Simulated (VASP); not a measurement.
Set up this calculation in VASP 6.6.1, as the native input.

- Task: single point
- Functional: PBE
- Potentials or basis: VASP PAW PBE potentials, release 64 (Zn, S)
- Cutoff: 520 eV
- k mesh: 9 × 9 × 6
- Occupations: gaussian, width 0.01 eV
- Spin: no spin polarisation
- Dipole correction: no
- Further INCAR settings: ALGO = Normal; EDIFF = 1e-07; NBANDS = 26

The structure of ZnS (pbe) lies in POSCAR:

```
ZnS
1.0
    3.8451345355      0.0000000000      0.0000000000
   -1.9225672678      3.3299841887      0.0000000000
    0.0000000000      0.0000000000      6.3057239286
Zn S
2 2
Direct
    0.3333333333      0.6666666667      0.0002431800
    0.6666666667      0.3333333333      0.5002431800
    0.3333333333      0.6666666667      0.3747568200
    0.6666666667      0.3333333333      0.8747568200
```

One way to write it, as run:

INCAR

```
PREC = Accurate
ENCUT = 520
EDIFF = 1E-7
ISMEAR = 0
SIGMA = 0.01
LREAL = F
LASPH = T
NELM = 100
ALGO = Normal
ISIF = 2
LWAVE = F
LCHARG = F
GGA = PE
NBANDS = 26
```

KPOINTS

```
regular mesh
0
Gamma
  9 9 6
```

Potentials or basis: VASP PAW PBE potentials, release 64 (Zn, S).

Run with:

```sh
$ cat potpaw_PBE.64/Zn/POTCAR potpaw_PBE.64/S/POTCAR > POTCAR
$ mpirun -np 1 vasp_std > vasp.out
```

Results of the run:

```json
{
 "Pressure": "0.1 GPa",
 "Band gap on the k mesh": "2.08 eV, direct"
}
```

It took 41 s on 1 thread of Intel(R) Xeon(R) 6975P-C (Granite Rapids) (shared host), peak memory 0.24 GiB.
